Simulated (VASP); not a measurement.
# MoS2 in VASP: further runs

MoS2 is run at these levels: PBE; tasks: single point.

Program: VASP 6.6.1. These are calculated values, not measurements. Logs are shortened: lines on timing, memory, paths and dates and some standing lists are left out, and cuts for length are marked.

## (1) The cell of the first run

Symmetry: Fm-3m, No. 225, cubic system. The conventional cell has a = 6.071 Å, b = 6.071 Å, c = 6.071 Å, α = 90.00°, β = 90.00°, γ = 90.00°. Mo (site symmetry m-3m) has 8 S at 2.63 Å within 3.5 Å. Within 3.5 Å of S (site symmetry -43m) lie 4 Mo at 2.63 Å and 6 S at 3.04 Å.

## (2) Single point, PBE (volume scaled by 1.04)

Contents of INCAR:

```
ALGO = Normal ; EDIFF = 1E-6
ENCUT = 520 ; GGA = PE
ISIF = 2 ; ISMEAR = -1
LASPH = True ; LCHARG = False
LREAL = False ; LWAVE = False
NBANDS = 20 ; NELM = 60
PREC = Accurate ; SIGMA = 0.05
```

Contents of KPOINTS:

```
k-points
0
Gamma
  8 8 8
```

Contents of POSCAR:

```
MoS2
1.0
    0.0000000000      3.0353763546      3.0353763546
    3.0353763546      0.0000000000      3.0353763546
    3.0353763546      3.0353763546      0.0000000000
Mo S
1 2
Direct
    0.0000000000      0.0000000000      0.0000000000
    0.2500000000      0.2500000000      0.2500000000
    0.7500000000      0.7500000000      0.7500000000
```

Potentials or basis: VASP PAW PBE potentials, release 64 (Mo_sv, S).

On the command line:

```
> cat potpaw_PBE.64/Mo_sv/POTCAR potpaw_PBE.64/S/POTCAR > POTCAR
> mpirun -np 1 vasp_std > vasp.out
```

OUTCAR:

```text
EDIFF = 1E-6
   ENCUT = 520
   GGA = PE
   ISIF = 2
   ISMEAR = -1
   LASPH = True
   LREAL = False
   NELM = 60
   PREC = Accurate

 ion  position               nearest neighbor table
   1  0.000  0.000  0.000-   3 2.63   3 2.63   3 2.63   2 2.63   2 2.63   2 2.63   3 2.63   2 2.63

   2  0.250  0.250  0.250-   1 2.63   1 2.63   1 2.63   1 2.63
   3  0.750  0.750  0.750-   1 2.63   1 2.63   1 2.63   1 2.63

  LATTYP: Found a face centered cubic cell.
 ALAT       =     6.0707527092

  Lattice vectors:

 A1 = (   0.0000000000,   3.0353763546,   3.0353763546)
 A2 = (   3.0353763546,   0.0000000000,   3.0353763546)
 A3 = (   3.0353763546,   3.0353763546,   0.0000000000)

Analysis of symmetry for initial positions (statically):
=====================================================================
 Subroutine PRICEL returns:
 Original cell was already a primitive cell.

 Routine SETGRP: Setting up the symmetry group for a
 face centered cubic supercell.

 Subroutine GETGRP returns: Found 48 space group operations
 (whereof 48 operations were pure point group operations)
 out of a pool of 48 trial point group operations.

The static configuration has the point symmetry O_h .

Analysis of symmetry for dynamics (positions and initial velocities):
=====================================================================
 Subroutine PRICEL returns:
 Original cell was already a primitive cell.

 Routine SETGRP: Setting up the symmetry group for a
 face centered cubic supercell.

 Subroutine GETGRP returns: Found 48 space group operations
 (whereof 48 operations were pure point group operations)
 out of a pool of 48 trial point group operations.

The dynamic configuration has the point symmetry O_h .

 Subroutine INISYM returns: Found 48 space group operations
 (whereof 48 operations are pure point group operations),
 and found     1 'primitive' translations

----------------------------------------------------------------------------------------

                                     Primitive cell

  volume of cell :      55.9329

  direct lattice vectors                    reciprocal lattice vectors
     0.000000000  3.035376355  3.035376355    -0.164724219  0.164724219  0.164724219
     3.035376355  0.000000000  3.035376355     0.164724219 -0.164724219  0.164724219
     3.035376355  3.035376355  0.000000000     0.164724219  0.164724219 -0.164724219

  length of vectors
     4.292670408  4.292670408  4.292670408     0.285310717  0.285310717  0.285310717

  position of ions in fractional coordinates (direct lattice)
     0.000000000  0.000000000  0.000000000
     0.250000000  0.250000000  0.250000000
     0.750000000  0.750000000  0.750000000

  ion indices of the primitive-cell ions
   primitive index   ion index
                 1           1
                 2           2
                 3           3

----------------------------------------------------------------------------------------

 KPOINTS: k-points

Automatic generation of k-mesh.
 Grid dimensions read from file:
 generate k-points for:    8    8    8

 Generating k-lattice:

  Cartesian coordinates                     Fractional coordinates (reciprocal lattice)
    -0.020590527  0.020590527  0.020590527     0.125000000  0.000000000  0.000000000
     0.020590527 -0.020590527  0.020590527     0.000000000  0.125000000  0.000000000
     0.020590527  0.020590527 -0.020590527     0.000000000  0.000000000  0.125000000

  Length of vectors
     0.035663840  0.035663840  0.035663840

  Shift w.r.t. Gamma in fractional coordinates (k-lattice)
     0.000000000  0.000000000  0.000000000

 Subroutine IBZKPT returns following result:
 ===========================================

 Found     29 irreducible k-points:

 Following reciprocal coordinates:
            Coordinates               Weight
  0.000000  0.000000  0.000000      1.000000
  0.125000  0.000000  0.000000      8.000000
  0.250000  0.000000  0.000000      8.000000
  0.375000  0.000000  0.000000      8.000000
  0.500000  0.000000  0.000000      4.000000
  0.125000  0.125000  0.000000      6.000000
[... 16 lines left out ...]
  0.500000  0.250000  0.125000     48.000000
 -0.375000  0.250000  0.125000     24.000000
 [... further k-points ...]
   k-points           NKPTS =     29   k-points in BZ     NKDIM =     29   number of bands    NBANDS=     20
   number of dos      NEDOS =    301   number of ions     NIONS =      3
   total plane-waves  NPLWV =  32768
   dimension x,y,z NGX =    32 NGY =   32 NGZ =   32
   dimension x,y,z NGXF=    64 NGYF=   64 NGZF=   64
   ions per type =               1   2
   NGX,Y,Z   is equivalent  to a cutoff of  12.39, 12.39, 12.39 a.u.
   NGXF,Y,Z  is equivalent  to a cutoff of  24.79, 24.79, 24.79 a.u.
 SYSTEM =  unknown system
   PREC   = accura    normal or accurate (medium, high low for compatibility)
   ISTART =      0    job   : 0-new  1-cont  2-samecut
   ICHARG =      2    charge: 1-file 2-atom 10-const
   ISPIN  =      1    spin polarized calculation?
   LNONCOLLINEAR =      F non collinear calculations
   LSORBIT =      F    spin-orbit coupling
   LASPH  =      T    aspherical Exc in radial PAW
   ENCUT  =  520.0 eV  38.22 Ry    6.18 a.u.   7.98  7.98  7.98*2*pi/ulx,y,z
   NELM   =     60;   NELMIN=  2; NELMDL= -5     # of ELM steps
   EDIFF  = 0.1E-05   stopping-criterion for ELM
   LREAL  =      F    real-space projection
   EDIFFG = 0.1E-04   stopping-criterion for IOM
   NSW    =      0    number of steps for IOM
   IBRION =     -1    ionic relax: 0-MD 1-quasi-New 2-CG
   NFREE  =      0    steps in history (QN), initial steepest desc. (CG)
   ISIF   =      2    stress and relaxation
   ISYM   =      2    0-nonsym 1-usesym 2-fastsym
   POTIM  = 0.5000    time-step for ionic-motion
   TEBEG  =    0.0;   TEEND  =   0.0 temperature during run
   PSTRESS=    0.0 pullay stress
   NELECT =      26.0000    total number of electrons
   NUPDOWN=      -1.0000    fix difference up-down
   EMIN   =  10.00;   EMAX   =-10.00  energy-range for DOS
   EFERMI =   0.00;   METHOD = LEGACY
   ISMEAR =    -1;   SIGMA  =   0.05  broadening in eV -4-tet -1-fermi 0-gaus
   EFERMI_NEDOS =   21; number of points for ismear=-14 and -15
   IALGO  =     38    algorithm
   IMIX   =      4    mixing-type and parameters
     AMIX     =   0.40;   BMIX     =  1.00
     AMIX_MAG =   1.60;   BMIX_MAG =  1.00
  volume/ion in A,a.u.               =      18.64       125.82
  Fermi-wavevector in a.u.,A,eV,Ry     =   1.268168  2.396490 21.881565  1.608250
  Thomas-Fermi vector in A             =   2.401277
   LORBIT       =      0    0 simple, 1 ext, 2 COOP (PROOUT), +10 PAW based schemes
   GGA     = PE    functional components
[... 5 lines left out ...]
 non-spin polarized calculation
  energy-cutoff  :      520.00
  volume of cell :       55.93
 maximum number of plane-waves:      1540
   NGX = 15   NGY = 15   NGZ = 15

 number of electron      26.0000000 magnetization

 Free energy of the ion-electron system (eV)
  ---------------------------------------------------
  ext. energy  EPLUGINS =         0.00000000
  ---------------------------------------------------
  free energy    TOTEN  =       -19.39837294 eV

  energy without entropy =      -19.35159465  energy(sigma->0) =      -19.37498380

 E-fermi :   7.0352     XC(G=0): -10.7360

 val. band max:        6.9902554167   @ k =  -0.3750   0.3750   0.1250
 cond. band min:       7.0570123341   @ k =   0.2500   0.2500   0.0000
 fundamental gap:      0.0667569174
 Fermi energy:         7.0352488102

 k-point     1 :       0.0000    0.0000    0.0000
  band No.  band energies     occupation
      1     -54.2058      2.00000
      2     -28.2506      2.00000
      3     -28.2506      2.00000
      4     -28.2506      2.00000
      5      -7.5984      2.00000
      6      -3.8085      2.00000
[... 12 lines left out ...]
     19      12.2246      0.00000
     20      12.2246      0.00000

 k-point     2 :       0.1250    0.0000    0.0000
  band No.  band energies     occupation
      1     -54.2057      2.00000
      2     -28.2539      2.00000
      3     -28.2511      2.00000
      4     -28.2511      2.00000
      5      -7.4634      2.00000
      6      -4.0534      2.00000
[... 12 lines left out ...]
     19      12.7890      0.00000
     20      12.9710      0.00000

 k-point     3 :       0.2500    0.0000    0.0000
  band No.  band energies     occupation
      1     -54.2055      2.00000
      2     -28.2617      2.00000
      3     -28.2522      2.00000
      4     -28.2522      2.00000
      5      -7.0864      2.00000
      6      -4.6043      2.00000
[... 12 lines left out ...]
     19      13.9641      0.00000
     20      13.9641      0.00000

 k-point     4 :       0.3750    0.0000    0.0000
  band No.  band energies     occupation
      1     -54.2052      2.00000
      2     -28.2696      2.00000
      3     -28.2534      2.00000
      4     -28.2534      2.00000
      5      -6.5508      2.00000
      6      -5.2219      2.00000
[... 12 lines left out ...]
     19      15.3531      0.00000
     20      15.3836      0.00000

 k-point     5 :       0.5000    0.0000    0.0000
  band No.  band energies     occupation
      1     -54.2051      2.00000
      2     -28.2728      2.00000
      3     -28.2539      2.00000
      4     -28.2539      2.00000
      5      -6.1004      2.00000
      6      -5.6848      2.00000
[... 12 lines left out ...]
     19      15.1993      0.00000
     20      16.2803      0.00000
[... 353 lines left out ...]
      6      -5.3255      2.00000
[... 12 lines left out ...]
     19      14.5667      0.00000
     20      15.3193      0.00000

 k-point    22 :       0.3750    0.2500    0.1250
  band No.  band energies     occupation
      1     -54.2053      2.00000
      2     -28.2640      2.00000
      3     -28.2561      2.00000
      4     -28.2536      2.00000
      5      -6.7854      2.00000
      6      -4.8847      2.00000
[... 12 lines left out ...]
     19      14.5469      0.00000
     20      15.4320      0.00000

 k-point    23 :       0.5000    0.2500    0.1250
  band No.  band energies     occupation
      1     -54.2051      2.00000
      2     -28.2682      2.00000
      3     -28.2589      2.00000
      4     -28.2549      2.00000
      5      -6.3164      2.00000
      6      -5.3182      2.00000
[... 12 lines left out ...]
     19      14.8326      0.00000
     20      16.1702      0.00000

 k-point    24 :      -0.3750    0.2500    0.1250
  band No.  band energies     occupation
      1     -54.2050      2.00000
      2     -28.2699      2.00000
      3     -28.2599      2.00000
      4     -28.2555      2.00000
      5      -5.9110      2.00000
      6      -5.6931      2.00000
[... 12 lines left out ...]
     19      14.2749      0.00000
     20      16.8573      0.00000

 [... further k-points ...]
[... 5 lines left out ...]
  --------------------------------------------------------------------------------------
  -------------------------------------------------------------------------------------
  Total       -3.7322331     -3.7322331     -3.7322331     -0.0000000      0.0000000     -0.0000000
  in kB     -106.9083691   -106.9083691   -106.9083691     -0.0000000      0.0000000     -0.0000000
  external PRESSURE =    -106.9083691 kB  Pullay stress =       0.0000000 kB

 VOLUME and BASIS-vectors are now :
 -----------------------------------------------------------------------------
  energy-cutoff  :      520.00
  volume of cell :       55.93
      direct lattice vectors                 reciprocal lattice vectors
     0.000000000  3.035376355  3.035376355    -0.164724219  0.164724219  0.164724219
     3.035376355  0.000000000  3.035376355     0.164724219 -0.164724219  0.164724219
     3.035376355  3.035376355  0.000000000     0.164724219  0.164724219 -0.164724219

 POSITION                                       TOTAL-FORCE (eV/Angst)
 -----------------------------------------------------------------------------------
      0.00000      0.00000      0.00000         0.000000      0.000000      0.000000
      1.51769      1.51769      1.51769        -0.000000     -0.000000     -0.000000
      4.55306      4.55306      4.55306         0.000000      0.000000      0.000000
 -----------------------------------------------------------------------------------
    total drift:                                0.000000     -0.000000      0.000000

  FREE ENERGIE OF THE ION-ELECTRON SYSTEM (eV)
  ---------------------------------------------------
  free  energy   TOTEN  =       -19.3983729449 eV

  energy  without entropy=      -19.3515946485  energy(sigma->0) =      -19.37498380
```

Run time: 17 s. Hardware: 1 thread of Intel Xeon Platinum 8375C at 2.90GHz (Ice Lake), shared host; peak memory 0.18 GiB.

Results:

```
Free energy            : -19.3984 eV
Pressure               : -10.7 GPa
Band gap on the k mesh : zero (band 13 reaches 7.41 eV, above the bottom of band 14 at 6.48 eV)
```

[end of part 1 of 3]
